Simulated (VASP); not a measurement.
**P: relaxation of cell and atoms with PBE**

The system is P.

```
CELL_PARAMETERS angstrom
2.44536 0.00000 0.00000
0.00000 2.44536 0.00000
0.00000 0.00000 2.44536
ATOMIC_POSITIONS crystal
P 0.00000 0.00000 0.00000
```

| Property | Result |
| --- | --- |
| Program | VASP 6.6.1 |
| Task | relaxation of cell and atoms |
| Functional | PBE |
| Potentials or basis | VASP PAW PBE potentials, release 64 (P) |
| Cutoff | 600 eV |
| k mesh | 22 × 22 × 22 |
| Occupations | gaussian, width 0.1 eV |
| Spin | no spin polarisation |
| Dipole correction | no |
| Further INCAR settings | ALGO = Normal; EDIFF = 1e-06; IBRION = 2; EDIFFG = -0.01; NSW = 100; ISIF = 3 |

```json
{"Relaxed volume": "14.58 Å³/atom", "Relaxed cell": "a = 2.443 Å, b = 2.443 Å, c = 2.443 Å, α = 90.00°, β = 90.00°, γ = 90.00°", "Space group after relaxing (to 0.05 Å)": "Pm-3m (No. 221)", "Energy gained by relaxing": "0.1 meV/atom", "Ionic steps": "3", "Pressure after relaxing": "0.0 GPa"}
```

Final structure:
```cif
data_structure
_symmetry_space_group_name_H-M 'P 1'
_symmetry_Int_Tables_number 1
_cell_length_a 2.4427
_cell_length_b 2.4427
_cell_length_c 2.4427
_cell_angle_alpha 90.000
_cell_angle_beta 90.000
_cell_angle_gamma 90.000
_cell_volume 14.58
loop_
_atom_site_label
_atom_site_type_symbol
_atom_site_fract_x
_atom_site_fract_y
_atom_site_fract_z
_atom_site_occupancy
P1 P 0.00000 0.00000 0.00000 1
```

Levels at points of the mesh, in eV from the Fermi level:
| k point | band 1 | band 2 | band 3 | band 4 | band 5 | band 6 |
| --- | --- | --- | --- | --- | --- | --- |
| (0.00, 0.00, 0.00) | -16.45 | 5.05 | 5.05 | 5.05 | 6.84 | 6.84 |
| (0.50, 0.00, 0.00) | -12.14 | -8.62 | 7.86 | 7.86 | 9.40 | 14.40 |
| (0.50, 0.50, 0.00) | -7.46 | -5.23 | -5.23 | 1.04 | 10.47 | 16.92 |
| (0.50, 0.50, 0.50) | -2.15 | -2.15 | -2.15 | -1.64 | 4.72 | 4.72 |

It took 23 s on 1 thread of Intel(R) Xeon(R) Platinum 8375C CPU @ 2.90GHz (Ice Lake), with other jobs on the host, peak memory 0.14 GiB.
